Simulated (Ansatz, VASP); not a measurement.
Two plane-wave programs on Cr

INCAR

```
PREC = Accurate
ENCUT = 520
EDIFF = 1E-6
ISMEAR = 0
SIGMA = 0.15
LREAL = F
LASPH = T
NELM = 80
ALGO = Fast
ISIF = 2
LWAVE = F
LCHARG = F
GGA = PS
NBANDS = 12
```

File KPOINTS:

```
Automatic mesh
0
Gamma
  24 24 24
```

File POSCAR:

```
Cr
1.0
   -1.4059012500      1.4059012500      1.4779987500
    1.4059012500     -1.4059012500      1.4779987500
    1.4059012500      1.4059012500     -1.4779987500
Cr
1
Direct
    0.0000000000      0.0000000000      0.0000000000
```

Input for Ansatz:

```yaml
crystal:
  lattice:
    - [-1.40590125, 1.40590125, 1.47799875]
    - [1.40590125, -1.40590125, 1.47799875]
    - [1.40590125, 1.40590125, -1.47799875]
  atoms:
    - { symbol: Cr, position: [0.0, 0.0, 0.0] }
basis:
  ecutwfc: 420
kpoints:
  mp_grid: { grid: [24, 24, 24] }
hamiltonian:
  xc: pbesol
scf:
  occupations: { method: gaussian, width: 0.15 }
output:
  forces: true
  stress: true
  eigenvalues: true
```

Change from the starting cell: strain -0.025 along x and y, +0.025 along z, atoms carried along.

Alike in both runs: task single point; functional PBEsol; k mesh 24 × 24 × 24; occupations gaussian, width 0.15 eV; no spin polarisation.

|  | VASP | Ansatz |
| --- | --- | --- |
| version | VASP 6.6.1 | Ansatz 0.2.0 |
| potentials or method | VASP PAW PBE potentials, release 64 (Cr_pv), cutoff 520 eV | scalar-relativistic, plane waves, PAW |
| valence electrons in the cell | 12 | 14 |

```csv
,VASP,Ansatz,Ansatz less VASP
gap on the k mesh at the Fermi level (eV),none,none,-
pressure (GPa),-12.0,-11.6,+0.34
"traceless stress, the component that is largest in VASP (GPa)",-10.81,-10.91,-0.091
```

VASP's potentials were made for PBE, not for PBEsol. A gap of «none» marks a metal or a gap that the smearing closes. The functional is the same, so the differences come from potentials, cutoffs and numerics. VASP's potentials hold 12 valence electrons a cell and Ansatz's 14, so a difference there can come from the potentials and not from the codes.
